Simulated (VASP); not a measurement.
**HfO2: single point with r2SCAN**

The system is HfO2.

```xyz
12
Lattice="-3.5768 0.0000 0.0000 0.0000 -3.5768 0.0000 0.0000 0.0000 10.1053" Properties=species:S:1:pos:R:3 pbc="T T T"
Hf   -1.7884   -1.7884    9.8950
Hf   -1.7884   -1.7884    4.6923
Hf   -3.5768   -3.5768    7.2936
Hf   -3.5768   -3.5768    2.0910
O    -3.5768   -1.7884    0.5102
O    -3.5768   -1.7884    5.7129
O    -1.7884    0.0000    1.0704
O    -1.7884    0.0000    6.2731
O    -1.7884   -3.5768    8.8744
O    -1.7884   -3.5768    3.6717
O     0.0000   -1.7884    8.3142
O     0.0000   -1.7884    3.1115
```

This cell differs from its parent crystal: the distance across one plane changed.

| Quantity | Value |
| --- | --- |
| Program | VASP 6.6.1 |
| Task | single point |
| Functional | r2SCAN |
| Potentials or basis | VASP PAW PBE potentials, release 64 (Hf_pv, O) |
| Cutoff | 520 eV |
| k mesh | 6 × 6 × 3 |
| Occupations | gaussian, width 0.05 eV |
| Spin | no spin polarisation |
| Dipole correction | no |
| Further INCAR settings | ALGO = Normal; EDIFF = 1e-06; NBANDS = 56 |

```
Pressure               : 6.1 GPa
Largest force          : 5.598 eV/Å
Band gap on the k mesh : 4.12 eV
```

Forces in eV/Å, atoms in the order of the input:
```
Hf   0.000  0.000 -5.598
Hf   0.000  0.000  1.060
Hf   0.000  0.000  0.817
Hf   0.000  0.000  1.397
O    0.000  0.000  4.611
O    0.000  0.000 -0.594
O    0.000  0.000  2.623
O    0.000  0.000 -0.455
O    0.000  0.000 -1.447
O    0.000  0.000 -0.406
O    0.000  0.000 -1.548
O    0.000  0.000 -0.461
```

Stress tensor (GPa, compression positive):
```
 7.27  0.00  0.00
 0.00 -1.47  0.00
 0.00  0.00 12.36
```

Levels at points of the mesh, in eV from the valence-band top:
| k point | band 40 | band 41 | band 42 | band 43 | band 44 | band 45 | band 46 | band 47 | band 48 | band 49 |
| --- | --- | --- | --- | --- | --- | --- | --- | --- | --- | --- |
| (0.00, 0.00, 0.00) | -0.97 | -0.86 | -0.46 | -0.37 | 0.00 | 4.12 | 4.41 | 5.15 | 5.36 | 5.47 |
| (0.50, 0.00, 0.00) | -1.88 | -1.57 | -1.34 | -0.28 | -0.28 | 4.42 | 4.71 | 5.02 | 5.03 | 5.46 |
| (0.00, 0.50, 0.00) | -1.79 | -1.68 | -1.39 | -0.43 | -0.40 | 4.46 | 4.79 | 5.08 | 5.41 | 5.53 |
| (0.50, 0.50, 0.00) | -1.05 | -0.97 | -0.74 | -0.43 | -0.39 | 4.80 | 5.12 | 5.71 | 5.91 | 6.27 |

Run time: 28 min on 1 thread of AMD EPYC 9755 128-Core Processor, on a shared host, peak memory 0.32 GiB.

Caveat: the cell differs from its parent crystal (the distance across one plane changed); the stress differs along the axes, from -1 to 12 GPa; the PAW data sets were made with another functional, which shifts forces and pressure a little; spin-orbit coupling is left out, which moves the levels of the heavy elements. A k mesh can miss the band edges.
